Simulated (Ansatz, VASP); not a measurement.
**Na4F3: VASP beside Ansatz**

```
Na F
1.0
     4.29501    0.00000    0.00000
     0.00000    4.29501    0.00000
     0.00000    0.00000    4.29501
Na F
4 3
Direct
  0.36093 0.36093 0.36093
  0.63907 0.63907 0.36093
  0.63907 0.36093 0.63907
  0.36093 0.63907 0.63907
  0.00000 0.50000 0.50000
  0.50000 0.00000 0.50000
  0.50000 0.50000 0.00000
```

Alike in both runs: task single point; functional PBE; k mesh 4 × 4 × 4; occupations gaussian, width 0.1 eV; collinear spin.

|  | VASP | Ansatz |
| --- | --- | --- |
| version | VASP 6.6.1 | Ansatz 0.2.0 |
| potentials or method | VASP PAW PBE potentials, release 64 (Na_pv, F), cutoff 520 eV | scalar-relativistic, plane waves, PAW |
| valence electrons in the cell | 49 | 57 |

|  | VASP | Ansatz | Ansatz less VASP |
| --- | --- | --- | --- |
| gap on the k mesh at the Fermi level (eV) | none | none | - |
| rms of the force components (eV/Å) | 6.796 | 6.170 | -0.6260 |
| net moment per atom (μB) | 0.01 | 0.01 | 0.000 |

Atom by atom the forces differ by 0.626 eV/Å (rms over components). A gap of «none» marks a metal or a gap that the smearing closes. The functional is the same, so the differences come from potentials, cutoffs and numerics. VASP's potentials hold 49 valence electrons a cell and Ansatz's 57, so a difference there can come from the potentials and not from the codes. Ansatz's warnings: seeded moment not kept.

The k mesh is coarse, so the values compare programs but aren't converged.
